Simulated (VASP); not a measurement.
Write the native input for VASP 6.6.1 that does the following.

| Item | Value |
| --- | --- |
| Task | single point |
| Functional | PBE |
| Potentials or basis | VASP PAW PBE potentials, release 64 (In_d, P) |
| Cutoff | 520 eV |
| k mesh | 8 × 8 × 8 |
| Occupations | gaussian, width 0.027 eV |
| Spin | no spin polarisation |
| Dipole correction | no |
| Further INCAR settings | ALGO = Normal; EDIFF = 1e-07; NBANDS = 16 |

The structure of InP lies in POSCAR:

```
InP
1.0
    0.0000000000      2.7688340000      2.7688340000
    2.7688340000      0.0000000000      2.7688340000
    2.7688340000      2.7688340000      0.0000000000
In P
1 1
Direct
    0.0000000000      0.0000000000      0.0000000000
    0.5000000000      0.5000000000      0.5000000000
```

These files were run (other wordings do the same):

INCAR

```
  ALGO = Normal
  EDIFF = 1E-7
  ENCUT = 520
  GGA = PE
  ISIF = 2
  ISMEAR = 0
  LASPH = True
  LCHARG = False
  LREAL = False
  LWAVE = False
  NBANDS = 16
  NELM = 80
  PREC = Accurate
  SIGMA = 0.027000000000000003
```

KPOINTS

```
k-points
0
Gamma
  8 8 8
```

Potentials or basis: VASP PAW PBE potentials, release 64 (In_d, P).

Command:

```bash
$ cat potpaw_PBE.64/In_d/POTCAR potpaw_PBE.64/P/POTCAR > POTCAR
$ mpirun -np 1 vasp_std > vasp.out
```

Results of the run:

| Item | Value |
| --- | --- |
| Pressure | -0.1 GPa |
| Band gap on the k mesh | zero (band 9 reaches 7.35 eV, above the bottom of band 10 at 4.72 eV) |

Caveat: spin-orbit coupling is left out, which moves the levels of the heavy elements.

It took 10 s on 1 thread of Intel(R) Xeon(R) 6975P-C (Granite Rapids), with other jobs on the host, peak memory 0.17 GiB.
